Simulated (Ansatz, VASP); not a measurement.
## Sn in VASP and in Ansatz

```
Sn
1.0
     4.64385    0.00000    0.00000
    -2.32192    4.02169    0.00000
     0.00000    0.00000   15.17026
Sn
8
Direct
  0.00000 0.00000 0.00024
  0.33333 0.66667 0.24956
  0.00000 0.00000 0.50024
  0.66667 0.33333 0.74956
  0.00000 0.00000 0.18726
  0.33333 0.66667 0.43794
  0.00000 0.00000 0.68726
  0.66667 0.33333 0.93794
```

Alike in both runs: task single point; functional PBE; k mesh 6 × 6 × 2; occupations fermi-dirac, width 0.02 eV; no spin polarisation.

```csv
,VASP,Ansatz
version,VASP 6.6.1,Ansatz 0.2.0
potentials or method,"VASP PAW PBE potentials, release 64 (Sn_d)","plane waves, PAW"
plane-wave cutoff (eV),520,420
valence electrons in the cell,112,112
```

```csv
,VASP,Ansatz,Ansatz less VASP
pressure (GPa),1.5,1.5,+0.05
"traceless stress, the component that is largest in VASP (GPa)",-0.13,-0.13,+0.002
rms of the force components (eV/Å),0.016,0.016,-0.0001
```

Atom by atom the forces differ by 0.000 eV/Å (rms over components). The functional is the same, so the differences come from potentials, cutoffs and numerics.
